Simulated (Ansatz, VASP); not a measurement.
## HgS3 in VASP and in Ansatz

```
Hg S
1.0
     4.01645    2.31890    2.41396
    -4.01645    2.31890    2.41396
     0.00000   -4.63779    2.41396
Hg S
1 3
Direct
  0.44577 0.44577 0.44577
  0.76508 0.02550 0.02550
  0.02550 0.76508 0.02550
  0.02550 0.02550 0.76508
```

Alike in both runs: functional PBE; k mesh 6 × 6 × 6; occupations gaussian, width 0.02 eV; no spin polarisation.

Ansatz relaxed the structure, and its values are those at the end. VASP's run is a single point on that final structure, the one shown.

|  | VASP | Ansatz |
| --- | --- | --- |
| version | VASP 6.6.1 | Ansatz 0.2.0 |
| potentials or method | VASP PAW PBE potentials, release 64 (Hg, S), cutoff 520 eV | scalar-relativistic, plane waves, PAW |
| valence electrons in the cell | 30 | 38 |

Ansatz gave:

| Quantity | Value |
| --- | --- |
| gap on the k mesh at the Fermi level (eV) | 1.35 |
| least direct gap on the mesh (eV) | 1.50 |
| pressure (GPa) | 0.0 |
| rms of the force components (eV/Å) | 0.005 |

Problem. Estimate VASP's values.

Solution. gap on the k mesh at the Fermi level (eV): 1.36; least direct gap on the mesh (eV): 1.53; pressure (GPa): -0.3; rms of the force components (eV/Å): 0.113.

VASP's potentials hold 30 valence electrons a cell and Ansatz's 38, so a difference there can come from the potentials and not from the codes.

Neither program's run includes spin-orbit coupling.
